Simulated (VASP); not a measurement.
# HfS4 (I4/m) in VASP: notebook

The runs below take HfS4 through single point, relaxation of cell and atoms, with PBE.

Program: VASP 6.6.1. These are calculated values, not measurements. Logs are shortened: lines on timing, memory, paths and dates and some standing lists are left out, and cuts for length are marked.

### Step 1. The cell of the first run

The structure is tetragonal, space group I4/m (No. 87). Conventional cell: a = 6.193 Å, b = 6.193 Å, c = 4.356 Å, α = 90.00°, β = 90.00°, γ = 90.00°. Hf (site symmetry 4/m) has 12 S at 2.79 to 2.92 Å within 3.7 Å. S (site symmetry m) has 9 S at 2.47 to 3.10 Å and 3 Hf at 2.79 to 2.92 Å within 3.3 Å.

### Step 2. Single point, PBE

Contents of INCAR:

```
SYSTEM = HfS4
PREC = Accurate
ENCUT = 520
EDIFF = 1E-6
ISMEAR = 0
SIGMA = 0.1
LREAL = .False.
LASPH = .True.
NELM = 80
ALGO = Normal
ISIF = 2
LWAVE = .False.
LCHARG = .False.
GGA = PE
NBANDS = 25
```

Contents of KPOINTS:

```
Automatic mesh
0
Gamma
  6 6 6
  0 0 0
```

Contents of POSCAR:

```
HfS4
1.0
   -3.0966236667      3.0966236667      2.1781148507
    3.0966236667     -3.0966236667      2.1781148507
    3.0966236667      3.0966236667     -2.1781148507
Hf S
1 4
Direct
    0.0000000000      0.0000000000      0.0000000000
    0.4097888555      0.2331779920      0.6429668476
    0.2331779920      0.5902111445      0.8233891365
    0.5902111445      0.7668220080      0.3570331524
    0.7668220080      0.4097888555      0.1766108635
```

Potentials or basis: VASP PAW PBE potentials, release 64 (Hf_pv, S).

Launch:

```console
$ cat potpaw_PBE.64/Hf_pv/POTCAR potpaw_PBE.64/S/POTCAR > POTCAR
$ mpirun -np 1 vasp_std > vasp.out
```

OUTCAR:

```text
SYSTEM = HfS4
   PREC = Accurate
   ENCUT = 520
   EDIFF = 1E-6
   ISMEAR = 0
   LREAL = .False.
   LASPH = .True.
   NELM = 80
   ISIF = 2
   GGA = PE

 ion  position               nearest neighbor table
   1  0.000  0.000  0.000-   2 2.79   4 2.79   4 2.79   2 2.79   3 2.79   5 2.79   3 2.79   5 2.79
                             5 2.92   3 2.92   4 2.92   2 2.92
   2  0.410  0.233  0.643-   5 2.47   3 2.47   1 2.79   1 2.79   1 2.92
   3  0.233  0.590  0.823-   4 2.47   2 2.47   1 2.79   1 2.79   1 2.92
   4  0.590  0.767  0.357-   3 2.47   5 2.47   1 2.79   1 2.79   1 2.92
   5  0.767  0.410  0.177-   2 2.47   4 2.47   1 2.79   1 2.79   1 2.92

  LATTYP: Found a body centered tetragonal cell.
 ALAT       =     6.1932473334
 C/A-ratio  =     0.7033837770

  Lattice vectors:

 A1 = (  -3.0966236667,   3.0966236667,   2.1781148507)
 A2 = (   3.0966236667,  -3.0966236667,   2.1781148507)
 A3 = (   3.0966236667,   3.0966236667,  -2.1781148507)

Analysis of symmetry for initial positions (statically):
=====================================================================
 Subroutine PRICEL returns:
 Original cell was already a primitive cell.

 Routine SETGRP: Setting up the symmetry group for a
 body centered tetragonal supercell.

 Subroutine GETGRP returns: Found  8 space group operations
 (whereof  8 operations were pure point group operations)
 out of a pool of 16 trial point group operations.

The static configuration has the point symmetry C_4h.

Analysis of symmetry for dynamics (positions and initial velocities):
=====================================================================
 Subroutine PRICEL returns:
 Original cell was already a primitive cell.

 Routine SETGRP: Setting up the symmetry group for a
 body centered tetragonal supercell.

 Subroutine GETGRP returns: Found  8 space group operations
 (whereof  8 operations were pure point group operations)
 out of a pool of 16 trial point group operations.

The dynamic configuration has the point symmetry C_4h.

 Subroutine INISYM returns: Found  8 space group operations
 (whereof  8 operations are pure point group operations),
 and found     1 'primitive' translations

----------------------------------------------------------------------------------------

                                     Primitive cell

  volume of cell :      83.5445

  direct lattice vectors                    reciprocal lattice vectors
    -3.096623667  3.096623667  2.178114851     0.000000000  0.161466182  0.229556306
     3.096623667 -3.096623667  2.178114851     0.161466182  0.000000000  0.229556306
     3.096623667  3.096623667 -2.178114851     0.161466182  0.161466182  0.000000000

  length of vectors
     4.891046981  4.891046981  4.891046981     0.280655350  0.280655350  0.228347664

  position of ions in fractional coordinates (direct lattice)
     0.000000000  0.000000000  0.000000000
     0.409788855  0.233177992  0.642966848
     0.233177992  0.590211145  0.823389136
     0.590211145  0.766822008  0.357033152
     0.766822008  0.409788855  0.176610864

  ion indices of the primitive-cell ions
   primitive index   ion index
                 1           1
                 2           2
                 3           3
                 4           4
                 5           5

----------------------------------------------------------------------------------------

 KPOINTS: Automatic mesh

Automatic generation of k-mesh.
 Grid dimensions read from file:
 generate k-points for:    6    6    6

 Generating k-lattice:

  Cartesian coordinates                     Fractional coordinates (reciprocal lattice)
     0.000000000  0.026911030  0.038259384     0.166666667  0.000000000  0.000000000
     0.026911030  0.000000000  0.038259384     0.000000000  0.166666667  0.000000000
     0.026911030  0.026911030  0.000000000     0.000000000  0.000000000  0.166666667

  Length of vectors
     0.046775892  0.046775892  0.038057944

  Shift w.r.t. Gamma in fractional coordinates (k-lattice)
     0.000000000  0.000000000  0.000000000

[... 49 lines left out ...]
 cond. band min:       7.2046782102   @ k =   0.1667   0.1667   0.0000
 fundamental gap:      0.0763338045
 Fermi energy:         7.1819573304

 k-point     1 :       0.0000    0.0000    0.0000
  band No.  band energies     occupation
      1     -24.1506      2.00000
      2     -24.1496      2.00000
      3     -24.1496      2.00000
      4      -9.1920      2.00000
      5      -4.8854      2.00000
      6      -4.8854      2.00000
[... 17 lines left out ...]
     24      11.8567      0.00000
     25      12.0021      0.00000

 k-point     2 :       0.1667    0.0000    0.0000
  band No.  band energies     occupation
      1     -24.1586      2.00000
      2     -24.1499      2.00000
      3     -24.1498      2.00000
      4      -8.9370      2.00000
      5      -5.2427      2.00000
      6      -5.1669      2.00000
[... 17 lines left out ...]
     24      11.8539      0.00000
     25      12.3387      0.00000

 k-point     3 :       0.3333    0.0000    0.0000
  band No.  band energies     occupation
      1     -24.1744      2.00000
      2     -24.1503      2.00000
      3     -24.1500      2.00000
      4      -8.2704      2.00000
      5      -5.8668      2.00000
      6      -5.6635      2.00000
[... 17 lines left out ...]
     24      11.7808      0.00000
     25      12.4770      0.00000

 k-point     4 :       0.5000    0.0000    0.0000
  band No.  band energies     occupation
      1     -24.1822      2.00000
      2     -24.1505      2.00000
      3     -24.1501      2.00000
      4      -7.7179      2.00000
      5      -6.4047      2.00000
      6      -5.8419      2.00000
[... 17 lines left out ...]
     24      11.7544      0.00000
     25      12.5310      0.00000
[... 477 lines left out ...]
 k-point    22 :      -0.3333    0.3333    0.1667
  band No.  band energies     occupation
      1     -24.1571      2.00000
      2     -24.1521      2.00000
      3     -24.1515      2.00000
      4      -8.3874      2.00000
      5      -6.4300      2.00000
      6      -5.3274      2.00000
[... 17 lines left out ...]
     24      11.4428      0.00000
     25      11.5587      0.00000

 k-point    23 :      -0.3333    0.3333   -0.1667
  band No.  band energies     occupation
      1     -24.1571      2.00000
      2     -24.1521      2.00000
      3     -24.1515      2.00000
      4      -8.3824      2.00000
      5      -6.4808      2.00000
      6      -5.2287      2.00000
[... 17 lines left out ...]
     24      11.3935      0.00000
     25      12.1113      0.00000

 k-point    24 :      -0.1667    0.3333    0.1667
  band No.  band energies     occupation
      1     -24.1603      2.00000
      2     -24.1533      2.00000
      3     -24.1528      2.00000
      4      -8.3113      2.00000
      5      -5.9465      2.00000
      6      -5.8230      2.00000
[... 17 lines left out ...]
     24      11.3440      0.00000
     25      11.8113      0.00000

 [... further k-points ...]
[... 5 lines left out ...]
  --------------------------------------------------------------------------------------
  -------------------------------------------------------------------------------------
  Total       -0.2872076     -0.2872076     -0.4379106      0.0000001      0.0000000      0.0000000
  in kB       -5.5079362     -5.5079362     -8.3980498      0.0000021      0.0000000      0.0000000
  external PRESSURE =      -6.4713074 kB  Pullay stress =       0.0000000 kB

 VOLUME and BASIS-vectors are now :
 -----------------------------------------------------------------------------
  energy-cutoff  :      520.00
  volume of cell :       83.54
      direct lattice vectors                 reciprocal lattice vectors
    -3.096623667  3.096623667  2.178114851     0.000000000  0.161466182  0.229556306
     3.096623667 -3.096623667  2.178114851     0.161466182  0.000000000  0.229556306
     3.096623667  3.096623667 -2.178114851     0.161466182  0.161466182  0.000000000

 POSITION                                       TOTAL-FORCE (eV/Angst)
 -----------------------------------------------------------------------------------
      0.00000      0.00000      0.00000         0.000000      0.000000     -0.000000
      1.44413      2.53792     -0.00000         0.016056      0.029367      0.000000
      3.65532      1.44413      0.00000        -0.029367      0.016056     -0.000000
      1.65249      0.55870      2.17811        -0.016056     -0.029367     -0.000000
     -0.55870      1.65249      2.17811         0.029367     -0.016056     -0.000000
 -----------------------------------------------------------------------------------
    total drift:                               -0.000000      0.000000      0.000000

  FREE ENERGIE OF THE ION-ELECTRON SYSTEM (eV)
  ---------------------------------------------------
  free  energy   TOTEN  =       -26.9381472016 eV

  energy  without entropy=      -26.9282854530  energy(sigma->0) =      -26.93321633
```

Wall time 27 s (1 thread of Intel Xeon 6975P-C (Granite Rapids), shared host); peak memory 0.24 GiB.

Results:

```yaml
Free_energy: -26.9381 eV
Pressure: -0.6 GPa
Largest_force: 0.033 eV/Å
Band_gap_on_the_k_mesh: zero (band 17 reaches 7.63 eV, above the bottom of band 18 at 6.68 eV)
```

Forces in eV/Å, atoms in the order of the input:
```
Hf   0.000  0.000  0.000
S    0.016  0.029  0.000
S   -0.029  0.016  0.000
S   -0.016 -0.029  0.000
S    0.029 -0.016  0.000
```

Stress tensor (GPa, compression positive):
```
-0.55  0.00  0.00
 0.00 -0.55  0.00
 0.00  0.00 -0.84
```

Caveat: spin-orbit coupling is left out, which moves the levels of the heavy elements.

### Step 3. Single point, PBE

This run uses another cell than the first one, of 20.02 Å³/atom, 1.198 times its volume.

Contents of INCAR:

```
SYSTEM = HfS4
ALGO = Normal ; EDIFF = 1E-7
ENCUT = 520 ; GGA = PE
ISIF = 2 ; ISMEAR = 0
LASPH = .True. ; LCHARG = .False.
LREAL = .False. ; LWAVE = .False.
NBANDS = 25 ; NELM = 60
PREC = Accurate ; SIGMA = 0.1
```

Contents of KPOINTS:

```
k-points
0
Gamma
  6 6 6
  0 0 0
```

Contents of POSCAR:

```
HfS4
1.0
   -3.4169715200      3.4169715200      2.1436316000
    3.4169715200     -3.4169715200      2.1436316000
    3.4169715200      3.4169715200     -2.1436316000
Hf S
1 4
Direct
    0.0000000000      0.0000000000      0.0000000000
    0.4000000100      0.2000000100      0.6000000200
    0.2000000100      0.5999999900      0.8000000000
    0.5999999900      0.7999999900      0.3999999800
    0.7999999900      0.4000000100      0.2000000000
```

Potentials or basis: VASP PAW PBE potentials, release 64 (Hf_pv, S).

Launch:

```console
$ cat potpaw_PBE.64/Hf_pv/POTCAR potpaw_PBE.64/S/POTCAR > POTCAR
$ mpirun -np 1 vasp_std > vasp.out
```

Wall time 46 s (1 thread of Intel Xeon 6975P-C (Granite Rapids), shared host); peak memory 0.27 GiB.

It converged, with:

```yaml
Free_energy: -25.5375 eV
Pressure: -14.8 GPa
Largest_force: 0.841 eV/Å
Band_gap_on_the_k_mesh: zero (band 17 reaches 5.43 eV, above the bottom of band 18 at 4.43 eV)
```

Forces in eV/Å, atoms in the order of the input:
```
Hf   0.000  0.000  0.000
S    0.739 -0.401  0.000
S    0.401  0.739  0.000
S   -0.739  0.401  0.000
S   -0.401 -0.739  0.000
```

Stress tensor (GPa, compression positive):
```
-14.45   0.00   0.00
  0.00 -14.45   0.00
  0.00   0.00 -15.40
```

Levels at points of the mesh, in eV from the Fermi level:
```tsv
k point	band 13	band 14	band 15	band 16	band 17	band 18	band 19	band 20	band 21	band 22
(0.00, 0.00, 0.00)	-3.18	-2.53	-1.95	-1.83	0.23	0.74	0.74	2.81	2.92	3.10
(0.50, 0.00, 0.00)	-2.38	-1.46	-1.11	-0.69	0.43	0.44	0.76	2.24	2.44	3.10
(0.50, 0.50, 0.00)	-2.49	-1.34	-1.00	-0.79	-0.53	-0.49	0.78	1.43	2.09	2.54
(0.50, 0.50, 0.50)	-1.48	-1.48	-0.87	-0.79	-0.58	-0.58	-0.42	1.63	1.65	2.47
```

Caveat: spin-orbit coupling is left out, which moves the levels of the heavy elements.

### Step 4. Single point, PBE

This run uses another cell than the first one, of 16.86 Å³/atom, 1.009 times its volume.

Contents of INCAR:

```
SYSTEM = HfS4
PREC = Accurate ; ENCUT = 520
EDIFF = 1E-6 ; ISMEAR = 0
SIGMA = 0.1 ; LREAL = .False.
LASPH = .True. ; NELM = 80
ALGO = Normal ; ISIF = 2
LWAVE = .False. ; LCHARG = .False.
GGA = PE ; NBANDS = 25
```

Contents of KPOINTS:

```
Automatic mesh
0
Gamma
  10 10 10
  0 0 0
```

Contents of POSCAR:

```
HfS4
1.0
   -3.1371840413      3.1371840413      2.1417800166
    3.1371840413     -3.1371840413      2.1417800166
    3.1371840413      3.1371840413     -2.1417800166
Hf S
1 4
Direct
    0.0000000000      0.0000000000      0.0000000000
    0.5901124650      0.2345593474      0.8246718124
    0.7654406526      0.5901124650      0.3555531175
    0.4098875350      0.7654406526      0.1753281876
    0.2345593474      0.4098875350      0.6444468825
```

Launch:

```console
$ cat potpaw_PBE.64/Hf_pv/POTCAR potpaw_PBE.64/S/POTCAR > POTCAR
$ mpirun -np 1 vasp_std > vasp.out
```

Run time: 2.2 min. Hardware: 1 thread of Intel Xeon 6975P-C (Granite Rapids), shared host; peak memory 0.41 GiB.

Results (log left out):

```yaml
Free_energy: -26.9367 eV
Pressure: -0.7 GPa
Largest_force: 0.051 eV/Å
Band_gap_on_the_k_mesh: zero (band 17 reaches 7.49 eV, above the bottom of band 18 at 6.52 eV)
```

Forces on the atoms (eV/Å):
```
Hf   0.000  0.000  0.000
S    0.050 -0.010  0.000
S   -0.010 -0.050  0.000
S   -0.050  0.010  0.000
S    0.010  0.050  0.000
```

Stress tensor (GPa, compression positive):
```
-0.60  0.00  0.00
 0.00 -0.60  0.00
 0.00  0.00 -0.79
```

Levels at points of the mesh, in eV from the Fermi level:
```tsv
k point	band 14	band 15	band 16	band 17	band 18	band 19	band 20	band 21
(0.00, 0.00, 0.00)	-2.27	-1.79	-1.43	-1.11	0.73	0.73	3.42	4.25
(0.50, 0.00, 0.00)	-2.28	-1.23	-0.54	-0.18	0.14	1.82	2.73	2.91
(0.50, 0.50, 0.00)	-2.18	-1.13	-1.03	-0.58	-0.53	1.17	1.76	3.13
(0.50, 0.50, 0.50)	-2.68	-1.24	-0.54	-0.27	-0.21	-0.21	2.28	2.58
```

Caveat: spin-orbit coupling is left out, which moves the levels of the heavy elements.

### Step 5. Relaxation of cell and atoms, PBE

This run uses another cell than the first one, of 20.02 Å³/atom, 1.198 times its volume.

Contents of INCAR:

```
SYSTEM = HfS4
PREC = Accurate
ENCUT = 600
EDIFF = 1E-6
ISMEAR = 0
SIGMA = 0.1
LREAL = .False.
LASPH = .True.
NELM = 60
ALGO = Normal
ISIF = 3
LWAVE = .False.
LCHARG = .False.
GGA = PE
IBRION = 2
NSW = 90
EDIFFG = -0.04
```

Contents of KPOINTS:

```
Automatic mesh
0
Gamma
  6 6 6
  0 0 0
```

Contents of POSCAR:

```
HfS4
1.0
   -3.4169715200      3.4169715200      2.1436316000
    3.4169715200     -3.4169715200      2.1436316000
    3.4169715200      3.4169715200     -2.1436316000
Hf S
1 4
Direct
    0.0000000000      0.0000000000      0.0000000000
    0.4000000100      0.2000000100      0.6000000200
    0.2000000100      0.5999999900      0.8000000000
    0.5999999900      0.7999999900      0.3999999800
    0.7999999900      0.4000000100      0.2000000000
```

Launch:

```console
$ cat potpaw_PBE.64/Hf_pv/POTCAR potpaw_PBE.64/S/POTCAR > POTCAR
$ mpirun -np 1 vasp_std > vasp.out
```

Wall time 11 min (1 thread of Intel Xeon 6975P-C (Granite Rapids), shared host); peak memory 0.33 GiB.

The run converged. Its results:

```yaml
Free_energy: -26.9400 eV
Relaxed_volume: 16.74 Å³/atom
Relaxed_cell: a = 4.908 Å, b = 4.908 Å, c = 4.908 Å, α = 101.06°, β = 101.06°, γ = 128.04°
Space_group_after_relaxing_to_0.05_Å: I4/m (No. 87)
Energy_gained_by_relaxing: 280.3 meV/atom
Ionic_steps: 24
Pressure_after_relaxing: -0.2 GPa
Largest_force_after_relaxing: 0.017 eV/Å
Band_gap_on_the_k_mesh: zero (band 17 reaches 7.58 eV, above the bottom of band 18 at 6.62 eV)
```

Forces in eV/Å, atoms in the order of the input:
```
Hf   0.000  0.000  0.000
S    0.004  0.016  0.000
S   -0.016  0.004  0.000
S   -0.004 -0.016  0.000
S    0.016 -0.004  0.000
```

Stress tensor (GPa, compression positive):
```
-0.38  0.00  0.00
 0.00 -0.38  0.00
 0.00  0.00  0.27
```

The path:
| step | energy change (eV) | largest force (eV/Å) | pressure (GPa) | volume (Å³) |
| --- | --- | --- | --- | --- |
| 1 | 0.0000 | 0.8411 | -14.74 | 100.11 |
| 2 | -1.0065 | 0.3149 | 8.96 | 75.72 |
| 3 | -1.1344 | 0.5190 | 0.62 | 80.78 |
| 4 | -1.1779 | 0.3403 | 0.62 | 81.05 |
| 5 | -1.2161 | 0.1496 | 1.06 | 81.64 |
| 6 | -1.2168 | 0.1620 | 1.14 | 81.71 |
| 7 | -1.2278 | 0.2413 | -1.28 | 83.77 |
| 8 | -1.2278 | 0.2350 | -1.12 | 83.63 |
| 9 | -1.2386 | 0.2731 | -1.38 | 83.93 |
| 10 | -1.2757 | 0.3143 | -2.05 | 84.85 |
| 11 | -1.3329 | 0.2452 | -3.09 | 86.65 |
| 12 | -1.2834 | 0.2627 | -3.29 | 90.20 |
| 13 | -1.3431 | 0.2186 | -3.35 | 87.33 |
| 14 | -1.3585 | 0.1749 | -2.77 | 87.00 |
| 15 | -1.3829 | 0.0987 | -0.89 | 85.99 |
| 16 | -1.3831 | 0.1191 | -0.65 | 85.86 |
| 17 | -1.3831 | 0.1135 | -0.71 | 85.89 |
| 18 | -1.3845 | 0.1062 | -0.64 | 85.75 |
| 19 | -1.3875 | 0.0868 | -0.42 | 85.31 |
| 20 | -1.3890 | 0.0602 | 0.07 | 84.43 |
| 21 | -1.3891 | 0.0650 | -0.04 | 84.63 |
| 22 | -1.3907 | 0.0594 | -0.07 | 84.54 |
| 23 | -1.3951 | 0.0442 | -0.13 | 84.27 |
| 24 | -1.4016 | 0.0170 | -0.16 | 83.72 |

Final structure:
```xyz
5
Lattice="-3.1200 3.1200 2.1501 3.1200 -3.1200 2.1501 3.1200 3.1200 -2.1501" Properties=species:S:1:pos:R:3 pbc="T T T"
Hf   -3.1200    3.1200    2.1501
S     1.4638    2.5628    0.0000
S     3.6773    1.4638    0.0000
S     1.6562    0.5573    2.1501
S    -0.5573    1.6562    2.1501
```

Levels at points of the mesh, in eV from the Fermi level:
| k point | band 13 | band 14 | band 15 | band 16 | band 17 | band 18 | band 19 | band 20 | band 21 |
| --- | --- | --- | --- | --- | --- | --- | --- | --- | --- |
| (0.00, 0.00, 0.00) | -4.10 | -2.32 | -1.85 | -1.40 | -1.12 | 0.75 | 0.75 | 3.44 | 4.32 |
| (0.50, 0.00, 0.00) | -2.48 | -2.29 | -1.26 | -0.53 | -0.19 | 0.17 | 1.89 | 2.73 | 2.91 |
| (0.50, 0.50, 0.00) | -3.02 | -2.19 | -1.08 | -1.04 | -0.57 | -0.53 | 1.16 | 1.80 | 3.13 |
| (0.50, 0.50, 0.50) | -2.70 | -2.70 | -1.21 | -0.49 | -0.25 | -0.16 | -0.16 | 2.33 | 2.58 |

Caveat: the volume moved by over 15 % at a fixed basis, so the end points are rough; spin-orbit coupling is left out, which moves the levels of the heavy elements.

### Step 6. Overview

```tsv
task	cell	k mesh	cutoff (eV)	gap on the mesh (eV)	pressure (GPa)	largest force (eV/Å)
single point	a = 4.891 Å, angles 101.4, 101.4, 127.1°, 5 atoms	6 × 6 × 6	520	none	-0.6	0.03
single point	a = 5.286 Å, angles 99.5, 99.5, 132.2°, 5 atoms	6 × 6 × 6	520	none	-14.8	0.84
single point	a = 4.927 Å, angles 100.9, 100.9, 128.5°, 5 atoms	10 × 10 × 10	520	none	-0.7	0.05
relaxation of cell and atoms	relaxed from a = 5.286 Å, angles 99.5, 99.5, 132.2°, 5 atoms	6 × 6 × 6	600	none	-0.2	0.02
```

Alike in all rows: level PBE; potentials or basis VASP PAW PBE potentials, release 64 (Hf_pv, S); no spin polarisation; smearing gaussian 0.1 eV.

Caveats: spin-orbit coupling is left out, which moves the levels of the heavy elements; the volume moved by over 15 % at a fixed basis, so the end points are rough (some runs).

Absolute energies hang on the potentials; compare differences alone.
